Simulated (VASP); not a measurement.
A run of VASP 6.6.1:

INCAR

```
SYSTEM = Ta3AsAu2O13
  ALGO = Normal
  EDIFF = 1E-6
  EDIFFG = -0.005
  ENCUT = 600
  GGA = PE
  IBRION = 2
  ISIF = 3
  ISMEAR = -1
  KPAR = 4
  LASPH = .TRUE.
  LCHARG = .FALSE.
  LREAL = .FALSE.
  LWAVE = .FALSE.
  NELM = 100
  NSW = 40
  PREC = Accurate
  SIGMA = 0.05
```

KPOINTS

```
k-points
0
G
  5 5 4
  0 0 0
```

The input POSCAR:

```
Ta3AsAu2O13
1.0
    5.7238600000      0.0000000000      0.0000000000
    1.2946400000      6.2566800000      0.0000000000
    0.2681600000      1.3098200000      8.3663700000
Ta As Au O
3 1 2 13
Direct
    0.2171300000      0.3052100000      0.5843100000
    0.0332500000      0.1112300000      0.9985500000
    0.5824800000      0.6214500000      0.5048200000
    0.5870700000      0.8969100000      0.8304900000
    0.5800400000      0.0922800000      0.1861300000
    0.0448500000      0.8207700000      0.4468200000
    0.6620100000      0.6972600000      0.7108800000
    0.5163200000      0.1341800000      0.6962500000
    0.8509800000      0.8877300000      0.9193200000
    0.3446600000      0.8700300000      0.9465100000
    0.7301500000      0.2924000000      0.0309500000
    0.2462200000      0.2180900000      0.1107500000
    0.1290000000      0.0939800000      0.4910400000
    0.4803200000      0.3888700000      0.4349900000
    0.0596600000      0.2668500000      0.7859400000
    0.9333000000      0.5324000000      0.4564500000
    0.4997500000      0.8516100000      0.3497100000
    0.2525600000      0.6298800000      0.6247300000
    0.9187800000      0.9517500000      0.2263600000
```

Potentials or basis: VASP PAW PBE potentials, release 64 (Ta_pv, As, Au, O).

Run with:

```bash
$ cat potpaw_PBE.64/Ta_pv/POTCAR potpaw_PBE.64/As/POTCAR potpaw_PBE.64/Au/POTCAR potpaw_PBE.64/O/POTCAR > POTCAR
$ mpirun -np 4 vasp_std > vasp.out
```

Hardware: 4 MPI ranks on Intel(R) Xeon(R) Platinum 8375C CPU @ 2.90GHz (Ice Lake), on a shared host.

Question: Estimate the wall time of this run.

Answer: Wall time 88 min on 4 MPI ranks on Intel(R) Xeon(R) Platinum 8375C CPU @ 2.90GHz (Ice Lake), with other jobs on the host, peak memory 1.4 GiB a rank. Counts: scf iterations 165, k points 51, ion steps 34.
